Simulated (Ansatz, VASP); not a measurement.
## Two plane-wave programs on Fe

INCAR

```
PREC = Accurate
ENCUT = 520
EDIFF = 1E-8
ISMEAR = -1
SIGMA = 0.03
LREAL = False
LASPH = True
NELM = 150
ALGO = Normal
ISIF = 2
LWAVE = False
LCHARG = False
ISPIN = 2
MAGMOM = 3
LORBIT = 11
LMAXMIX = 4
GGA = PE
LEFG = True
NBANDS = 14
```

Contents of KPOINTS:

```
regular mesh
0
Gamma
  18 18 18
```

POSCAR

```
Fe
1.0
    2.3199158621      0.0000000000      0.0000000000
    0.0000000000      2.3199158621      0.0000000000
    0.0000000000      0.0000000000      2.3199158621
Fe
1
Direct
    0.0000000000      0.0000000000      0.0000000000
```

Input for Ansatz:

```yaml
crystal:
  lattice:
    - [2.3199158621, 0.0, 0.0]
    - [0.0, 2.3199158621, 0.0]
    - [0.0, 0.0, 2.3199158621]
  atoms:
    - { symbol: Fe, position: [0.0, 0.0, 0.0], spin: 3.0 }
magnetization:
  spin_polarized: true
kpoints:
  mp_grid: { grid: [18, 18, 18] }
scf:
  occupations: { method: fermi_dirac, width: 0.03 }
hamiltonian:
  xc: pbe
  pseudopotentials: { kind: paw }
output:
  forces: true
  stress: true
  eigenvalues: true
  efg: { contact_densities: true }
```

Change from the starting cell: volume scaled by 0.9405, PAW files.

Alike in both runs: task electric field gradients; functional PBE; k mesh 18 × 18 × 18; occupations fermi-dirac, width 0.03 eV; collinear spin.

|  | VASP | Ansatz |
| --- | --- | --- |
| version | VASP 6.6.1 | Ansatz 0.2.0 |
| potentials or method | VASP PAW PBE potentials, release 64 (Fe) | PAW with Ansatz's default frozen-core files, scalar-relativistic |
| plane-wave cutoff (eV) | 520 | 420 |
| valence electrons in the cell | 8 | 16 |

```csv
,VASP,Ansatz,Ansatz less VASP
pressure (GPa),9.4,10.1,+0.69
net moment per atom (μB),2.31,2.30,-0.001
size of the moment on the site where the two differ most (μB),2.29,2.27,-0.021
```

Site moments also hang on the region over which each program counts them. With one functional, cell and mesh, what is left measures potentials, basis and numerics. VASP's potentials hold 8 valence electrons a cell and Ansatz's 16, so a difference there can come from the potentials and not from the codes.
